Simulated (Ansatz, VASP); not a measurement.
## GaB in VASP and in Ansatz

```xyz
4
Lattice="0.0000 2.9446 2.9446 2.9446 0.0000 2.9446 2.9446 2.9446 0.0000" Properties=species:S:1:pos:R:3 pbc="T T T"
Ga    2.9446    2.9446    2.9446
Ga    4.4169    4.4169    4.4169
B     0.0000    0.0000    0.0000
B     1.4723    1.4723    1.4723
```

Alike in both runs: functional PBE; k mesh 14 × 14 × 14; occupations gaussian, width 0.1 eV; no spin polarisation.

Ansatz relaxed the structure, and its values are those at the end. VASP's run is a single point on that final structure, the one shown.

|  | VASP | Ansatz |
| --- | --- | --- |
| version | VASP 6.6.1 | Ansatz 0.2.0 |
| potentials or method | VASP PAW PBE potentials, release 64 (Ga_d, B), cutoff 500 eV | scalar-relativistic, plane waves, PAW |
| valence electrons in the cell | 32 | 32 |

Ansatz gave:

| Quantity | Value |
| --- | --- |
| gap on the k mesh at the Fermi level (eV) | none |
| pressure (GPa) | 0.0 |

What did VASP give for the same quantities?

gap on the k mesh at the Fermi level (eV): none; pressure (GPa): 0.1.

A gap of «none» marks a metal or a gap that the smearing closes.
